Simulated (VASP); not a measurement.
Write the native input for VASP 6.6.1 that does the following.

* Task: single point
* Functional: PBE
* Potentials or basis: VASP PAW PBE potentials, release 64 (Mo_sv, S)
* Cutoff: 520 eV
* k mesh: 10 × 10 × 10
* Occupations: fermi-dirac, width 0.05 eV
* Spin: no spin polarisation
* Dipole correction: no
* Further INCAR settings: ALGO = Normal; EDIFF = 1e-06; NBANDS = 20

The structure of MoS2 lies in POSCAR:

```
MoS2
1.0
    1.5601256497      0.9007389666      6.0405703866
   -1.5601256497      0.9007389666      6.0405703866
    0.0000000000     -1.8014779332      6.0405703866
Mo S
1 2
Direct
    0.0000000000      0.0000000000      0.0000000000
    0.7484000000      0.7484000000      0.7484000000
    0.5849000000      0.5849000000      0.5849000000
```

This cell differs from its parent crystal: volume scaled by 0.96.

One way to write it, as run:

INCAR

```
SYSTEM = MoS2
PREC = Accurate
ENCUT = 520
EDIFF = 1E-6
ISMEAR = -1
SIGMA = 0.05
LREAL = .False.
LASPH = .True.
NELM = 100
ALGO = Normal
ISIF = 2
LWAVE = .False.
LCHARG = .False.
GGA = PE
NBANDS = 20
```

KPOINTS

```
regular mesh
0
Gamma
  10 10 10
  0 0 0
```

Potentials or basis: VASP PAW PBE potentials, release 64 (Mo_sv, S).

Run with:

```bash
$ cat potpaw_PBE.64/Mo_sv/POTCAR potpaw_PBE.64/S/POTCAR > POTCAR
$ mpirun -np 1 vasp_std > vasp.out
```

Results of the run:

The pressure is 16.9 GPa. The largest force is 2.082 eV/Å and the band gap on the k mesh is 0.81 eV, indirect (least direct gap 2.03 eV).

Caveat: forces of over 1 eV/Å act on the atoms, so gaps and moduli don't describe the material at rest.

Wall time 2.6 min on 1 thread of Intel(R) Xeon(R) 6975P-C (Granite Rapids) (shared host), peak memory 0.38 GiB.
